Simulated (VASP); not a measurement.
Se: single point with LDA

Se:

```
CELL_PARAMETERS angstrom
0.00000 3.12557 3.12557
3.12557 0.00000 3.12557
3.12557 3.12557 0.00000
ATOMIC_POSITIONS crystal
Se 0.50000 0.50000 0.50000
Se 0.75000 0.75000 0.75000
```

```json
{
  "Program": "VASP 6.6.1",
  "Task": "single point",
  "Functional": "LDA",
  "Potentials or basis": "VASP PAW LDA potentials, release 64 (Se)",
  "Cutoff": "520 eV",
  "k mesh": "6 × 6 × 6",
  "Occupations": "gaussian, width 0.1 eV",
  "Spin": "no spin polarisation",
  "Dipole correction": "no",
  "Further INCAR settings": "ALGO = Normal; EDIFF = 1e-06; NBANDS = 13"
}
```

```
Pressure               : -1.7 GPa
Band gap on the k mesh : zero (band 6 reaches 2.57 eV, above the bottom of band 7 at 1.48 eV)
```

Levels at points of the mesh, in eV from the Fermi level:
```
           k point  band 4  band 5  band 6  band 7  band 8  band 9
(0.00, 0.00, 0.00)   -3.50   -3.50   -0.80   -0.80   -0.80    4.09
(0.50, 0.00, 0.00)   -4.22   -4.22    0.29    0.29    1.77    6.63
(0.50, 0.50, 0.00)   -5.02   -2.02   -2.02    2.25    2.25    6.07
```

It took 9.8 s on 1 thread of AMD EPYC 9R14 (Zen 4) (shared host), peak memory 0.13 GiB.
